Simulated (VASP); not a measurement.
Runs of VASP 6.6.1 on CuO2. The structure is that of space group Cmcm (No. 63), or close to it. The cells are those of the table. 

```tsv
task	potentials or basis	cell	k mesh	cutoff (eV)	gap on the mesh (eV)	pressure (GPa)	largest force (eV/Å)
relaxation of cell and atoms	VASP PAW PBE potentials, release 64 (Cu, O)	relaxed to 30 GPa from a = 5.399, b = 5.399, c = 4.343 Å, angles 90.0, 90.0, 149.7°, 6 atoms	10 × 10 × 6	600	none	30.0	0.01
relaxation of cell and atoms	VASP PAW PBE potentials, release 64 (Cu, O)	relaxed to 20 GPa from a = 5.399, b = 5.399, c = 4.343 Å, angles 90.0, 90.0, 149.7°, 6 atoms	10 × 10 × 6	600	none	20.0	-
single point	VASP PAW PBE potentials, release 64 (Cu_sv_GW, O)	a = 5.399, b = 5.399, c = 4.343 Å, angles 90.0, 90.0, 149.7°, 6 atoms	8 × 8 × 6	700	none	-10.7	0.48
single point	VASP PAW PBE potentials, release 64 (Cu_sv_GW, O)	a = 5.399, b = 5.399, c = 4.343 Å, angles 90.0, 90.0, 149.7°, 6 atoms	8 × 8 × 5	700	none	-10.3	0.52
single point	VASP PAW PBE potentials, release 64 (Cu_sv_GW, O)	a = 5.345, b = 5.345, c = 4.343 Å, angles 90.0, 90.0, 149.7°, 6 atoms	8 × 8 × 5	700	none	(a)	0.31
```

Alike in all rows: level PBEsol; no spin polarisation; smearing fermi-dirac 0.05 eV.

Estimate the missing entries.

(a) -7.1.

Caveats: the PAW data sets were made with another functional, which shifts forces and pressure a little; semilocal functionals often make such compounds metallic where correlation or magnetic order opens a gap, which also shifts bond lengths; the cell stands under tension (at least some runs); the cell is relaxed towards a set pressure, so the run minimises the enthalpy, not the energy (at least some runs).

A gap of «none» marks levels without a gap at the run's occupations.

The runs don't all hold the same shells in valence.
